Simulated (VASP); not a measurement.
# Sb (Fm-3m) in VASP: further runs

The runs below take Sb through single point, with PBEsol.

Everything below comes from runs of VASP 6.6.1. Logs are shortened: lines on timing, memory, paths and dates and some standing lists are left out, and cuts for length are marked.

**1. The cell of the first run**

Symmetry: Fm-3m, No. 225, cubic system. The conventional cell has a = 3.792 Å, b = 3.792 Å, c = 3.792 Å, α = 90.00°, β = 90.00°, γ = 90.00°. Sb (site symmetry m-3m) has 12 Sb at 2.68 Å within 3.5 Å.

**2. Single point, PBEsol (volume scaled by 0.52)**

INCAR

```
SYSTEM = Sb
ALGO = Normal ; EDIFF = 1E-7
ENCUT = 520 ; GGA = PS
ISIF = 2 ; ISMEAR = -1
LASPH = .TRUE. ; LCHARG = .FALSE.
LREAL = .FALSE. ; LWAVE = .FALSE.
NBANDS = 8 ; NELM = 100
PREC = Accurate ; SIGMA = 0.1
```

KPOINTS

```
k-points
0
G
  15 15 15
  0 0 0
```

POSCAR

```
Sb
1.0
    0.0000000000      1.8959506550      1.8959506550
    1.8959506550      0.0000000000      1.8959506550
    1.8959506550      1.8959506550      0.0000000000
Sb
1
Direct
    0.0000000000      0.0000000000      0.0000000000
```

Potentials or basis: VASP PAW PBE potentials, release 64 (Sb).

On the command line:

```sh
cat potpaw_PBE.64/Sb/POTCAR > POTCAR
mpirun -np 1 vasp_std > vasp.out
```

OUTCAR:

```text
SYSTEM = Sb
   EDIFF = 1E-7
   ENCUT = 520
   GGA = PS
   ISIF = 2
   ISMEAR = -1
   LASPH = .TRUE.
   LREAL = .FALSE.
   NELM = 100
   PREC = Accurate

 ion  position               nearest neighbor table
   1  0.000  0.000  0.000-

  LATTYP: Found a face centered cubic cell.
 ALAT       =     3.7919013100

  Lattice vectors:

 A1 = (   0.0000000000,   1.8959506550,   1.8959506550)
 A2 = (   1.8959506550,   0.0000000000,   1.8959506550)
 A3 = (   1.8959506550,   1.8959506550,   0.0000000000)

Analysis of symmetry for initial positions (statically):
=====================================================================
 Subroutine PRICEL returns:
 Original cell was already a primitive cell.

 Routine SETGRP: Setting up the symmetry group for a
 face centered cubic supercell.

 Subroutine GETGRP returns: Found 48 space group operations
 (whereof 48 operations were pure point group operations)
 out of a pool of 48 trial point group operations.

The static configuration has the point symmetry O_h .

Analysis of symmetry for dynamics (positions and initial velocities):
=====================================================================
 Subroutine PRICEL returns:
 Original cell was already a primitive cell.

 Routine SETGRP: Setting up the symmetry group for a
 face centered cubic supercell.

 Subroutine GETGRP returns: Found 48 space group operations
 (whereof 48 operations were pure point group operations)
 out of a pool of 48 trial point group operations.

The dynamic configuration has the point symmetry O_h .

 Subroutine INISYM returns: Found 48 space group operations
 (whereof 48 operations are pure point group operations),
 and found     1 'primitive' translations

----------------------------------------------------------------------------------------

                                     Primitive cell

  volume of cell :      13.6305

  direct lattice vectors                    reciprocal lattice vectors
     0.000000000  1.895950655  1.895950655    -0.263719944  0.263719944  0.263719944
     1.895950655  0.000000000  1.895950655     0.263719944 -0.263719944  0.263719944
     1.895950655  1.895950655  0.000000000     0.263719944  0.263719944 -0.263719944

  length of vectors
     2.681279130  2.681279130  2.681279130     0.456776341  0.456776341  0.456776341

  position of ions in fractional coordinates (direct lattice)
[... 76 lines left out ...]
   NELM   =    100;   NELMIN=  2; NELMDL= -5     # of ELM steps
   EDIFF  = 0.1E-06   stopping-criterion for ELM
   LREAL  =      F    real-space projection
   EDIFFG = 0.1E-05   stopping-criterion for IOM
   NSW    =      0    number of steps for IOM
   IBRION =     -1    ionic relax: 0-MD 1-quasi-New 2-CG
   NFREE  =      0    steps in history (QN), initial steepest desc. (CG)
   ISIF   =      2    stress and relaxation
   ISYM   =      2    0-nonsym 1-usesym 2-fastsym
   POTIM  = 0.5000    time-step for ionic-motion
   TEBEG  =    0.0;   TEEND  =   0.0 temperature during run
   PSTRESS=    0.0 pullay stress
   NELECT =       5.0000    total number of electrons
   NUPDOWN=      -1.0000    fix difference up-down
   EMIN   =  10.00;   EMAX   =-10.00  energy-range for DOS
   EFERMI =   0.00;   METHOD = LEGACY
   ISMEAR =    -1;   SIGMA  =   0.10  broadening in eV -4-tet -1-fermi 0-gaus
   EFERMI_NEDOS =   21; number of points for ismear=-14 and -15
   IALGO  =     38    algorithm
   IMIX   =      4    mixing-type and parameters
     AMIX     =   0.40;   BMIX     =  1.00
     AMIX_MAG =   1.60;   BMIX_MAG =  1.00
  volume/ion in A,a.u.               =      13.63        91.98
  Fermi-wavevector in a.u.,A,eV,Ry     =   1.171911  2.214590 18.685893  1.373374
  Thomas-Fermi vector in A             =   2.308347
   LORBIT       =      0    0 simple, 1 ext, 2 COOP (PROOUT), +10 PAW based schemes
   GGA     = PS    functional components
   LHFCALC =     F    Hartree Fock is set to
   AEXX    =    0.0000 exact exchange contribution
   IVDW    =     0    specifies the selected vdW correction
   LEPSILON=     F    determine dielectric tensor
   LRPA    =     F    only Hartree local field effects (RPA)
 non-spin polarized calculation
  energy-cutoff  :      520.00
  volume of cell :       13.63
 maximum number of plane-waves:       378
   NGX =  9   NGY =  9   NGZ =  9

 number of electron       5.0000000 magnetization

 Free energy of the ion-electron system (eV)
  ---------------------------------------------------
  ext. energy  EPLUGINS =         0.00000000
  ---------------------------------------------------
  free energy    TOTEN  =         0.00390536 eV

  energy without entropy =        0.02187066  energy(sigma->0) =        0.01288801

 E-fermi :  20.6439     XC(G=0): -13.5402

 val. band max:       20.6100638756   @ k =   0.4000   0.2667   0.1333
 cond. band min:      20.6621944030   @ k =  -0.2000   0.1333   0.0000
 fundamental gap:      0.0521305274
 Fermi energy:        20.6439042623

 k-point     1 :       0.0000    0.0000    0.0000
  band No.  band energies     occupation
      1      -0.0409      2.00000
      2      29.4776      0.00000
      3      31.6996      0.00000
      4      31.6996      0.00000
      5      31.6996      0.00000
      6      33.3210      0.00000
      7      33.3210      0.00000
      8      33.3210      0.00000
[... 243 lines left out ...]
 k-point    24 :       0.2000    0.1333    0.0000
  band No.  band energies     occupation
      1       1.3669      2.00000
      2      25.0296      0.00000
      3      26.9899      0.00000
      4      28.2588      0.00000
      5      30.4826      0.00000
      6      31.2513      0.00000
      7      36.2459      0.00000
      8      37.7919      0.00000

 [... further k-points ...]

------------------------ aborting loop because EDIFF is reached ----------------------------------------

  FORCE on cell =-STRESS in cart. coord.  units (eV):
  Direction    XX          YY          ZZ          XY          YZ          ZX
  --------------------------------------------------------------------------------------
  -------------------------------------------------------------------------------------
  Total       17.3706239     17.3706239     17.3706239     -0.0000000     -0.0000000      0.0000000
  in kB     2041.8080554   2041.8080554   2041.8080554     -0.0000000     -0.0000000      0.0000000
  external PRESSURE =    2041.8080554 kB  Pullay stress =       0.0000000 kB

 VOLUME and BASIS-vectors are now :
 -----------------------------------------------------------------------------
  energy-cutoff  :      520.00
  volume of cell :       13.63
      direct lattice vectors                 reciprocal lattice vectors
     0.000000000  1.895950655  1.895950655    -0.263719944  0.263719944  0.263719944
     1.895950655  0.000000000  1.895950655     0.263719944 -0.263719944  0.263719944
     1.895950655  1.895950655  0.000000000     0.263719944  0.263719944 -0.263719944

 POSITION                                       TOTAL-FORCE (eV/Angst)
 -----------------------------------------------------------------------------------
      0.00000      0.00000      0.00000        -0.000000      0.000000      0.000000
 -----------------------------------------------------------------------------------
    total drift:                                0.000000      0.000000     -0.000000

  FREE ENERGIE OF THE ION-ELECTRON SYSTEM (eV)
  ---------------------------------------------------
  free  energy   TOTEN  =         0.0039053616 eV

  energy  without entropy=        0.0218706642  energy(sigma->0) =        0.01288801
```

stdout:

```text
POSCAR found type information on POSCAR Sb
 POSCAR found :  1 types and       1 ions
 scaLAPACK will be used
 -----------------------------------------------------------------------------
|                                                                             |
|                                                                             |
|     You enforced a specific xc type in the INCAR file but a different       |
|     I HOPE YOU KNOW WHAT YOU ARE DOING!                                     |
|                                                                             |
 -----------------------------------------------------------------------------

 LDA part: xc-table for (Slater+PW92), standard interpolation
 POSCAR, INCAR and KPOINTS ok, starting setup
 FFT: planning ... GRIDC
 FFT: planning ... GRID_SOFT
 FFT: planning ... GRID
 WAVECAR not read
 entering main loop
```

Wall time 5.5 s (1 thread of Intel Xeon 6975P-C (Granite Rapids), shared host); peak memory 0.12 GiB.

Results:

```yaml
Free_energy: 0.0039 eV
Pressure: 204.2 GPa
```

Levels at points of the mesh, in eV from the Fermi level:
```
           k point  band 1  band 2  band 3  band 4  band 5
(0.00, 0.00, 0.00)  -20.68    8.83   11.06   11.06   11.06
```

Caveat: the PAW data sets were made with another functional, which shifts forces and pressure a little; spin-orbit coupling is left out, which moves the levels of the heavy elements.

[end of part 1 of 2]
